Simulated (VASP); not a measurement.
# SnO (rock salt type) (Fm-3m) in VASP: a series of runs

SnO (rock salt type) is run at these levels: PBE; tasks: single point.

All numbers are computed with VASP 6.6.1; they aren't measurements. Logs are shortened: lines on timing, memory, paths and dates and some standing lists are left out, and cuts for length are marked.

## (1) The cell of the first run

The structure is cubic, space group Fm-3m (No. 225). The conventional cell has a = 5.084 Å, b = 5.084 Å, c = 5.084 Å, α = 90.00°, β = 90.00°, γ = 90.00°. Within 3.4 Å of Sn (site symmetry m-3m) lie 6 O at 2.54 Å. Within 3.4 Å of O (site symmetry m-3m) lie 6 Sn at 2.54 Å.

## (2) Single point, PBE

File INCAR:

```
SYSTEM = SnO
ALGO     = Normal         ! electronic algorithm
EDIFF    = 1E-6           ! SCF threshold, eV
ENCUT    = 520            ! plane-wave cutoff, eV
GGA      = PE             ! functional
ISIF     = 2              ! what is computed and relaxed
ISMEAR   = -1             ! smearing method
LASPH    = .TRUE.         ! aspherical terms in the spheres
LCHARG   = .FALSE.        ! write CHGCAR
LREAL    = .FALSE.        ! projectors in reciprocal space
LWAVE    = .FALSE.        ! write WAVECAR
NBANDS   = 17             ! bands
NELM     = 80             ! most SCF steps
PREC     = Accurate       ! precision mode
SIGMA    = 0.06122561905347299 ! smearing width, eV
```

File KPOINTS:

```
k-points
0
G
  19 19 19
  0 0 0
```

File POSCAR:

```
SnO
1.0
    0.0000000000      2.5419975075      2.5419975075
    2.5419975075      0.0000000000      2.5419975075
    2.5419975075      2.5419975075      0.0000000000
Sn O
1 1
Direct
    0.0000000000      0.0000000000      0.0000000000
    0.5000000000      0.5000000000      0.5000000000
```

Potentials or basis: VASP PAW PBE potentials, release 64 (Sn_d, O).

Launch:

```console
> cat potpaw_PBE.64/Sn_d/POTCAR potpaw_PBE.64/O/POTCAR > POTCAR
> mpirun -np 1 vasp_std > vasp.out
```

OUTCAR:

```text
SYSTEM = SnO
   EDIFF = 1E-6
   ENCUT = 520
   GGA = PE
   ISIF = 2
   ISMEAR = -1
   LASPH = .TRUE.
   LREAL = .FALSE.
   NELM = 80
   PREC = Accurate

 ion  position               nearest neighbor table
   1  0.000  0.000  0.000-   2 2.54   2 2.54   2 2.54   2 2.54   2 2.54   2 2.54
   2  0.500  0.500  0.500-   1 2.54   1 2.54   1 2.54   1 2.54   1 2.54   1 2.54

  LATTYP: Found a face centered cubic cell.
 ALAT       =     5.0839950150

  Lattice vectors:

 A1 = (   0.0000000000,   2.5419975075,   2.5419975075)
 A2 = (   2.5419975075,   0.0000000000,   2.5419975075)
 A3 = (   2.5419975075,   2.5419975075,   0.0000000000)

Analysis of symmetry for initial positions (statically):
=====================================================================
 Subroutine PRICEL returns:
 Original cell was already a primitive cell.

 Routine SETGRP: Setting up the symmetry group for a
 face centered cubic supercell.

 Subroutine GETGRP returns: Found 48 space group operations
 (whereof 48 operations were pure point group operations)
 out of a pool of 48 trial point group operations.

The static configuration has the point symmetry O_h .

Analysis of symmetry for dynamics (positions and initial velocities):
=====================================================================
 Subroutine PRICEL returns:
 Original cell was already a primitive cell.

 Routine SETGRP: Setting up the symmetry group for a
 face centered cubic supercell.

 Subroutine GETGRP returns: Found 48 space group operations
 (whereof 48 operations were pure point group operations)
 out of a pool of 48 trial point group operations.

The dynamic configuration has the point symmetry O_h .

 Subroutine INISYM returns: Found 48 space group operations
 (whereof 48 operations are pure point group operations),
 and found     1 'primitive' translations

----------------------------------------------------------------------------------------

                                     Primitive cell

  volume of cell :      32.8515

  direct lattice vectors                    reciprocal lattice vectors
     0.000000000  2.541997508  2.541997508    -0.196695708  0.196695708  0.196695708
     2.541997508  0.000000000  2.541997508     0.196695708 -0.196695708  0.196695708
     2.541997508  2.541997508  0.000000000     0.196695708  0.196695708 -0.196695708

  length of vectors
     3.594927351  3.594927351  3.594927351     0.340686960  0.340686960  0.340686960

  position of ions in fractional coordinates (direct lattice)
     0.000000000  0.000000000  0.000000000
     0.500000000  0.500000000  0.500000000

  ion indices of the primitive-cell ions
   primitive index   ion index
                 1           1
                 2           2

----------------------------------------------------------------------------------------

 KPOINTS: k-points

Automatic generation of k-mesh.
 Grid dimensions read from file:
 generate k-points for:   19   19   19

 Generating k-lattice:

  Cartesian coordinates                     Fractional coordinates (reciprocal lattice)
    -0.010352406  0.010352406  0.010352406     0.052631579  0.000000000  0.000000000
     0.010352406 -0.010352406  0.010352406     0.000000000  0.052631579  0.000000000
     0.010352406  0.010352406 -0.010352406     0.000000000  0.000000000  0.052631579

  Length of vectors
     0.017930893  0.017930893  0.017930893

  Shift w.r.t. Gamma in fractional coordinates (k-lattice)
     0.000000000  0.000000000  0.000000000

 Subroutine IBZKPT returns following result:
 ===========================================

 Found    220 irreducible k-points:

 Following reciprocal coordinates:
            Coordinates               Weight
  0.000000  0.000000  0.000000      1.000000
  0.052632  0.000000  0.000000      8.000000
  0.105263  0.000000  0.000000      8.000000
  0.157895  0.000000  0.000000      8.000000
  0.210526  0.000000  0.000000      8.000000
  0.263158  0.000000  0.000000      8.000000
[... 16 lines left out ...]
 -0.315789  0.052632  0.000000     24.000000
 -0.263158  0.052632  0.000000     24.000000
 [... further k-points ...]
   k-points           NKPTS =    220   k-points in BZ     NKDIM =    220   number of bands    NBANDS=     17
   number of dos      NEDOS =    301   number of ions     NIONS =      2
   total plane-waves  NPLWV =  21952
   dimension x,y,z NGX =    28 NGY =   28 NGZ =   28
   dimension x,y,z NGXF=    56 NGYF=   56 NGZF=   56
   ions per type =               1   1
   NGX,Y,Z   is equivalent  to a cutoff of  12.95, 12.95, 12.95 a.u.
   NGXF,Y,Z  is equivalent  to a cutoff of  25.90, 25.90, 25.90 a.u.
 SYSTEM =  SnO
   PREC   = accura    normal or accurate (medium, high low for compatibility)
   ISTART =      0    job   : 0-new  1-cont  2-samecut
   ICHARG =      2    charge: 1-file 2-atom 10-const
   ISPIN  =      1    spin polarized calculation?
   LNONCOLLINEAR =      F non collinear calculations
   LSORBIT =      F    spin-orbit coupling
   LASPH  =      T    aspherical Exc in radial PAW
   ENCUT  =  520.0 eV  38.22 Ry    6.18 a.u.   6.68  6.68  6.68*2*pi/ulx,y,z
   NELM   =     80;   NELMIN=  2; NELMDL= -5     # of ELM steps
   EDIFF  = 0.1E-05   stopping-criterion for ELM
   LREAL  =      F    real-space projection
[... 7 lines left out ...]
   TEBEG  =    0.0;   TEEND  =   0.0 temperature during run
   PSTRESS=    0.0 pullay stress
   NELECT =      20.0000    total number of electrons
   NUPDOWN=      -1.0000    fix difference up-down
   EMIN   =  10.00;   EMAX   =-10.00  energy-range for DOS
   EFERMI =   0.00;   METHOD = LEGACY
   ISMEAR =    -1;   SIGMA  =   0.06  broadening in eV -4-tet -1-fermi 0-gaus
   EFERMI_NEDOS =   21; number of points for ismear=-14 and -15
   IALGO  =     38    algorithm
   IMIX   =      4    mixing-type and parameters
     AMIX     =   0.40;   BMIX     =  1.00
     AMIX_MAG =   1.60;   BMIX_MAG =  1.00
  volume/ion in A,a.u.               =      16.43       110.85
  Fermi-wavevector in a.u.,A,eV,Ry     =   1.387500  2.621995 26.193347  1.925157
  Thomas-Fermi vector in A             =   2.511715
   LORBIT       =      0    0 simple, 1 ext, 2 COOP (PROOUT), +10 PAW based schemes
   GGA     = PE    functional components
   LHFCALC =     F    Hartree Fock is set to
   AEXX    =    0.0000 exact exchange contribution
   IVDW    =     0    specifies the selected vdW correction
   LEPSILON=     F    determine dielectric tensor
   LRPA    =     F    only Hartree local field effects (RPA)
 non-spin polarized calculation
  energy-cutoff  :      520.00
  volume of cell :       32.85
 maximum number of plane-waves:       905
   NGX = 13   NGY = 13   NGZ = 13

 number of electron      19.9999989 magnetization

 Free energy of the ion-electron system (eV)
  ---------------------------------------------------
  ext. energy  EPLUGINS =         0.00000000
  ---------------------------------------------------
  free energy    TOTEN  =       -10.47066161 eV

  energy without entropy =      -10.46920912  energy(sigma->0) =      -10.46993537

 E-fermi :   7.9155     XC(G=0): -10.8112

 val. band max:        7.8600541875   @ k =  -0.4211   0.1579   0.0526
 cond. band min:       7.9629167244   @ k =  -0.4211   0.1579   0.0526
 fundamental gap:      0.1028625369
 Fermi energy:         7.9154662045

 k-point     1 :       0.0000    0.0000    0.0000
  band No.  band energies     occupation
      1     -13.7553      2.00000
      2     -13.7553      2.00000
      3     -13.7553      2.00000
      4     -13.6883      2.00000
      5     -13.6883      2.00000
      6     -10.8807      2.00000
[... 9 lines left out ...]
     16      17.8398      0.00000
     17      18.1145      0.00000

 k-point     2 :       0.0526    0.0000    0.0000
  band No.  band energies     occupation
      1     -13.7551      2.00000
      2     -13.7540      2.00000
      3     -13.7540      2.00000
      4     -13.6887      2.00000
      5     -13.6887      2.00000
      6     -10.8653      2.00000
[... 9 lines left out ...]
     16      17.9724      0.00000
     17      19.0925      0.00000

 k-point     3 :       0.1053    0.0000    0.0000
  band No.  band energies     occupation
      1     -13.7547      2.00000
      2     -13.7504      2.00000
      3     -13.7504      2.00000
      4     -13.6898      2.00000
      5     -13.6898      2.00000
      6     -10.8204      2.00000
[... 9 lines left out ...]
     16      18.2964      0.00000
     17      20.3699      0.00000

 k-point     4 :       0.1579    0.0000    0.0000
  band No.  band energies     occupation
      1     -13.7541      2.00000
      2     -13.7459      2.00000
      3     -13.7459      2.00000
      4     -13.6905      2.00000
      5     -13.6905      2.00000
      6     -10.7498      2.00000
[... 9 lines left out ...]
     16      18.7181      0.00000
     17      21.6043      0.00000

 k-point     5 :       0.2105    0.0000    0.0000
  band No.  band energies     occupation
      1     -13.7534      2.00000
      2     -13.7424      2.00000
      3     -13.7424      2.00000
      4     -13.6893      2.00000
      5     -13.6893      2.00000
      6     -10.6593      2.00000
[... 9 lines left out ...]
     16      19.2018      0.00000
     17      22.6050      0.00000

 k-point     6 :       0.2632    0.0000    0.0000
  band No.  band energies     occupation
      1     -13.7529      2.00000
      2     -13.7414      2.00000
      3     -13.7414      2.00000
      4     -13.6851      2.00000
      5     -13.6851      2.00000
      6     -10.5579      2.00000
[... 9 lines left out ...]
     16      19.7360      0.00000
     17      23.1300      0.00000

 k-point     7 :       0.3158    0.0000    0.0000
  band No.  band energies     occupation
      1     -13.7526      2.00000
      2     -13.7429      2.00000
      3     -13.7429      2.00000
      4     -13.6785      2.00000
      5     -13.6785      2.00000
      6     -10.4559      2.00000
[... 9 lines left out ...]
     16      20.3067      0.00000
     17      23.1026      0.00000

 k-point     8 :       0.3684    0.0000    0.0000
  band No.  band energies     occupation
      1     -13.7524      2.00000
      2     -13.7455      2.00000
      3     -13.7455      2.00000
      4     -13.6714      2.00000
      5     -13.6714      2.00000
      6     -10.3651      2.00000
[... 9 lines left out ...]
     16      20.8840      0.00000
     17      22.7793      0.00000
[... 203 lines left out ...]
      1     -13.7533      2.00000
      2     -13.7498      2.00000
      3     -13.7464      2.00000
      4     -13.6693      2.00000
      5     -13.6618      2.00000
      6     -10.2531      2.00000
[... 9 lines left out ...]
     16      21.8475      0.00000
     17      22.7676      0.00000

 k-point    20 :      -0.4737    0.0526    0.0000
  band No.  band energies     occupation
      1     -13.7526      2.00000
      2     -13.7504      2.00000
      3     -13.7472      2.00000
      4     -13.6663      2.00000
      5     -13.6627      2.00000
      6     -10.2408      2.00000
[... 9 lines left out ...]
     16      21.7367      0.00000
     17      22.8767      0.00000

 k-point    21 :      -0.4211    0.0526    0.0000
  band No.  band energies     occupation
      1     -13.7510      2.00000
      2     -13.7505      2.00000
      3     -13.7467      2.00000
      4     -13.6669      2.00000
      5     -13.6663      2.00000
      6     -10.2658      2.00000
[... 9 lines left out ...]
     16      21.3122      0.00000
     17      22.9469      0.00000

 k-point    22 :      -0.3684    0.0526    0.0000
  band No.  band energies     occupation
      1     -13.7514      2.00000
      2     -13.7475      2.00000
      3     -13.7448      2.00000
      4     -13.6736      2.00000
      5     -13.6693      2.00000
      6     -10.3246      2.00000
[... 9 lines left out ...]
     16      21.1080      0.00000
     17      23.0421      0.00000

 k-point    23 :      -0.3158    0.0526    0.0000
  band No.  band energies     occupation
      1     -13.7520      2.00000
      2     -13.7440      2.00000
      3     -13.7423      2.00000
      4     -13.6819      2.00000
      5     -13.6742      2.00000
      6     -10.4093      2.00000
[... 9 lines left out ...]
     16      20.7955      0.00000
     17      23.2625      0.00000

 k-point    24 :      -0.2632    0.0526    0.0000
  band No.  band energies     occupation
      1     -13.7527      2.00000
      2     -13.7411      2.00000
      3     -13.7403      2.00000
      4     -13.6897      2.00000
      5     -13.6798      2.00000
      6     -10.5090      2.00000
[... 9 lines left out ...]
     16      20.3488      0.00000
     17      23.3831      0.00000

 [... further k-points ...]

------------------------ aborting loop because EDIFF is reached ----------------------------------------

  FORCE on cell =-STRESS in cart. coord.  units (eV):
  Direction    XX          YY          ZZ          XY          YZ          ZX
  --------------------------------------------------------------------------------------
  -------------------------------------------------------------------------------------
  Total        0.3895538      0.3895538      0.3895538      0.0000000      0.0000000     -0.0000000
  in kB       18.9986448     18.9986448     18.9986448      0.0000000      0.0000000     -0.0000000
  external PRESSURE =      18.9986448 kB  Pullay stress =       0.0000000 kB

 VOLUME and BASIS-vectors are now :
 -----------------------------------------------------------------------------
  energy-cutoff  :      520.00
  volume of cell :       32.85
      direct lattice vectors                 reciprocal lattice vectors
     0.000000000  2.541997508  2.541997508    -0.196695708  0.196695708  0.196695708
     2.541997508  0.000000000  2.541997508     0.196695708 -0.196695708  0.196695708
     2.541997508  2.541997508  0.000000000     0.196695708  0.196695708 -0.196695708

 POSITION                                       TOTAL-FORCE (eV/Angst)
 -----------------------------------------------------------------------------------
      0.00000      0.00000      0.00000        -0.000000      0.000000      0.000000
      2.54200      2.54200      2.54200         0.000000     -0.000000     -0.000000
 -----------------------------------------------------------------------------------
    total drift:                                0.000000      0.000000      0.000000

  FREE ENERGIE OF THE ION-ELECTRON SYSTEM (eV)
  ---------------------------------------------------
  free  energy   TOTEN  =       -10.4706616142 eV

  energy  without entropy=      -10.4692091184  energy(sigma->0) =      -10.46993537
```

Wall time 82 s (1 thread of Intel Xeon Platinum 8488C (Sapphire Rapids), shared host); peak memory 0.24 GiB.

What came out:

| Property | Result |
| --- | --- |
| Free energy | -10.4707 eV |
| Pressure | 1.9 GPa |
| Band gap on the k mesh | 0.10 eV |

Levels at points of the mesh, in eV from the valence-band top:
| k point | band 6 | band 7 | band 8 | band 9 | band 10 | band 11 | band 12 | band 13 | band 14 | band 15 |
| --- | --- | --- | --- | --- | --- | --- | --- | --- | --- | --- |
| (0.00, 0.00, 0.00) | -18.74 | -6.80 | -3.37 | -3.37 | -3.37 | 7.61 | 7.61 | 7.61 | 9.98 | 9.98 |

Caveat: semilocal functionals underestimate gaps, and a narrow one can read as zero; spin-orbit coupling is left out, which moves the levels of the heavy elements; an odd mesh through Γ misses points on the zone boundary, where band edges can lie.

## (3) Single point, PBE

File INCAR:

```
ALGO = Normal
EDIFF = 1E-7
ENCUT = 520
GGA = PE
ISIF = 2
ISMEAR = -1
LASPH = T
LCHARG = F
LREAL = F
LWAVE = F
NBANDS = 17
NELM = 100
PREC = Accurate
SIGMA = 0.06122561905347299
```

File KPOINTS:

```
k-points
0
Gamma
  19 19 19
```

POSCAR is that of step 2.

Potentials or basis: VASP PAW PBE potentials, release 64 (Sn_d, O).

Launch:

```console
> cat potpaw_PBE.64/Sn_d/POTCAR potpaw_PBE.64/O/POTCAR > POTCAR
> mpirun -np 1 vasp_std > vasp.out
```

Wall time 76 s (1 thread of Intel Xeon Platinum 8488C (Sapphire Rapids), shared host); peak memory 0.24 GiB.

It converged, with:

```
Free energy            : -10.4707 eV
Pressure               : 2.0 GPa
Band gap on the k mesh : 0.10 eV
```

Levels at points of the mesh, in eV from the valence-band top:
```tsv
k point	band 6	band 7	band 8	band 9	band 10	band 11	band 12	band 13	band 14	band 15
(0.00, 0.00, 0.00)	-18.74	-6.80	-3.37	-3.37	-3.37	7.61	7.61	7.61	9.98	9.98
```

Caveat: semilocal functionals underestimate gaps, and a narrow one can read as zero; spin-orbit coupling is left out, which moves the levels of the heavy elements; an odd mesh through Γ misses points on the zone boundary, where band edges can lie.

(Continued in part 2 of 2.)
